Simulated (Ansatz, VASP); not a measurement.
## Pd: VASP beside Ansatz

Contents of INCAR:

```
SYSTEM = Pd
PREC     = Accurate       ! precision mode
ENCUT    = 520            ! plane-wave cutoff, eV
EDIFF    = 1E-7           ! SCF threshold, eV
ISMEAR   = 0              ! smearing method
SIGMA    = 0.15           ! smearing width, eV
LREAL    = .FALSE.        ! projectors in reciprocal space
LASPH    = .TRUE.         ! aspherical terms in the spheres
NELM     = 100            ! most SCF steps
ALGO     = Normal         ! electronic algorithm
ISIF     = 2              ! what is computed and relaxed
LWAVE    = .FALSE.        ! write WAVECAR
LCHARG   = .FALSE.        ! write CHGCAR
GGA      = PE             ! functional
NBANDS   = 11             ! bands
```

Contents of KPOINTS:

```
regular mesh
0
G
  20 20 20
  0 0 0
```

Contents of POSCAR:

```
Pd
1.0
    0.0000000000      2.0226960000      1.7893080000
    2.0226960000      0.0000000000      1.7893080000
    2.0226960000      2.0226960000      0.0000000000
Pd
1
Direct
    0.0000000000      0.0000000000      0.0000000000
```

Input for Ansatz:

```yaml
crystal:
  lattice:
    - [0.0, 2.022696, 1.789308]
    - [2.022696, 0.0, 1.789308]
    - [2.022696, 2.022696, 0.0]
  atoms:
    - { symbol: Pd, position: [0.0, 0.0, 0.0] }
basis:
  ecutwfc: 420
kpoints:
  mp_grid: { grid: [20, 20, 20] }
hamiltonian:
  xc: pbe
scf:
  occupations: { method: gaussian, width: 0.15 }
output:
  forces: true
  stress: true
  eigenvalues: true
  write_density: true
  write_potential: true
  elf: true
  volumetric_format: npy
```

Change from the starting cell: strain +0.040 along x and y, -0.080 along z, atoms carried along.

Alike in both runs: task single point; functional PBE; k mesh 20 × 20 × 20; occupations gaussian, width 0.15 eV; no spin polarisation.

```csv
,VASP,Ansatz
version,VASP 6.6.1,Ansatz 0.2.0
potentials or method,"VASP PAW PBE potentials, release 64 (Pd), cutoff 520 eV","scalar-relativistic, plane waves, PAW"
valence electrons in the cell,10,18
```

Ansatz gave:

* gap on the k mesh at the Fermi level (eV): none
* pressure (GPa): 9.3
* traceless stress, the component that is largest in VASP (GPa): 2.41

Q: Which values does VASP return?

A: gap on the k mesh at the Fermi level (eV): none; pressure (GPa): 8.9; traceless stress, the component that is largest in VASP (GPa): 2.37.

A gap of «none» marks a metal or a gap that the smearing closes. With one functional, cell and mesh, what is left measures potentials, basis and numerics. VASP's potentials hold 10 valence electrons a cell and Ansatz's 18, so a difference there can come from the potentials and not from the codes.
